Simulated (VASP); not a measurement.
Crystal: Si2BN.

```
CELL_PARAMETERS angstrom
4.05908 0.00000 0.00000
0.00000 4.05908 0.00000
0.00000 0.00000 3.46375
ATOMIC_POSITIONS crystal
Si 0.50000 0.50000 0.50000
Si 0.00000 0.00000 0.00000
B 0.00000 0.00000 0.50000
N 0.50000 0.50000 0.00000
```

```yaml
Program: VASP 6.6.1
Task: relaxation of cell and atoms
Functional: PBE
Potentials_or_basis: VASP PAW PBE potentials, release 64 (Si, B, N)
Cutoff: 600 eV
k_mesh: 4 × 4 × 6
Occupations: gaussian, width 0.1 eV
Spin: no spin polarisation
```

At the start: pressure -0.8 GPa; volume 14.27 Å³/atom.

Question: How do energy, volume and symmetry change on relaxing?

Answer: Over 18 steps the energy falls by 802.1 meV/atom and the volume is 9.35 Å³/atom (-34.5 %); space group P4/mmm (No. 123, to 0.05 Å).

The path:
```tsv
step	energy change (eV)	largest force (eV/Å)	pressure (GPa)	volume (Å³)
1	0.0000	0.0000	-0.78	57.07
2	-0.4991	0.0000	-18.27	56.18
3	-0.6876	0.0000	-24.11	55.37
4	-1.1039	0.0000	-30.16	53.17
5	-1.3818	0.0000	-30.09	51.63
6	-2.1298	0.0000	-27.37	46.92
7	-2.0077	0.0000	10.46	37.38
8	-2.4114	0.0000	-21.56	43.89
9	-2.4812	0.0000	-16.42	42.16
10	-2.6300	0.0000	-15.90	41.60
11	-3.0248	0.0000	-11.12	39.84
12	-2.7848	0.0000	16.81	35.97
13	-3.1639	0.0000	-7.53	38.77
14	-3.1948	0.0000	-1.79	37.86
15	-3.1976	0.0000	-3.64	38.12
16	-3.1978	0.0000	-3.03	38.03
17	-3.2048	0.0000	-1.91	37.75
18	-3.2085	0.0000	-0.32	37.39
```

Final structure:
```xyz
4
Lattice="3.0470 0.0000 0.0000 0.0000 3.0470 0.0000 0.0000 0.0000 4.0266" Properties=species:S:1:pos:R:3 pbc="T T T"
Si    1.5235    1.5235    2.0133
Si    0.0000    3.0470    0.0000
B     0.0000    3.0470    2.0133
N     1.5235    1.5235    0.0000
```

Caveat: the k points lie up to 0.52 Å⁻¹ apart in the final cell; the volume moved by over 15 % at a fixed basis, so the end points are rough.
